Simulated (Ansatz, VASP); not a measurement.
## SiC in VASP and in Ansatz

The input INCAR:

```
PREC = Accurate
ENCUT = 520
EDIFF = 1E-6
ISMEAR = 0
SIGMA = 0.02
LREAL = F
LASPH = T
NELM = 60
ALGO = Normal
ISIF = 2
LWAVE = F
LCHARG = F
GGA = PE
NBANDS = 16
```

The input KPOINTS:

```
regular mesh
0
Gamma
  10 10 6
```

Contents of POSCAR:

```
SiC
1.0
    2.1898629709      2.1898629709      0.0000000000
   -2.1898629709      2.1898629709      0.0000000000
    0.0000000000      0.0000000000      4.3797259417
Si C
2 2
Direct
    0.5000000000      0.0000000000      0.7500000000
    0.0000000000      0.5000000000      0.2500000000
    0.0000000000      0.0000000000      0.0000000000
    0.5000000000      0.5000000000      0.5000000000
```

Input for Ansatz:

```yaml
crystal:
  lattice:
    - [2.1898629696, 2.1898629696, 0.0]
    - [-2.1898629696, 2.1898629696, 0.0]
    - [0.0, 0.0, 4.3797259393]
  atoms:
    - { symbol: Si, position: [0.5, 0.0, 0.75] }
    - { symbol: Si, position: [0.0, 0.5, 0.25] }
    - { symbol: C, position: [0.0, 0.0, 0.0] }
    - { symbol: C, position: [0.5, 0.5, 0.5] }
basis:
  ecutwfc: 420
kpoints:
  mp_grid: { grid: [10, 10, 6] }
hamiltonian:
  xc: pbe
scf:
  occupations: { method: gaussian, width: 0.02 }
output:
  forces: true
  stress: true
  eigenvalues: true
```

Alike in both runs: task single point; functional PBE; k mesh 10 × 10 × 6; occupations gaussian, width 0.02 eV; no spin polarisation.

|  | VASP | Ansatz |
| --- | --- | --- |
| version | VASP 6.6.1 | Ansatz 0.2.0 |
| potentials or method | VASP PAW PBE potentials, release 64 (Si, C), cutoff 520 eV | scalar-relativistic, plane waves, PAW |
| valence electrons in the cell | 16 | 16 |

|  | VASP | Ansatz | Ansatz less VASP |
| --- | --- | --- | --- |
| gap on the k mesh at the Fermi level (eV) | 1.37 | 1.37 | +0.002 |
| least direct gap on the mesh (eV) | 1.37 | 1.37 | +0.002 |
| pressure (GPa) | -0.1 | 0.0 | +0.05 |

With one functional, cell and mesh, what is left measures potentials, basis and numerics.
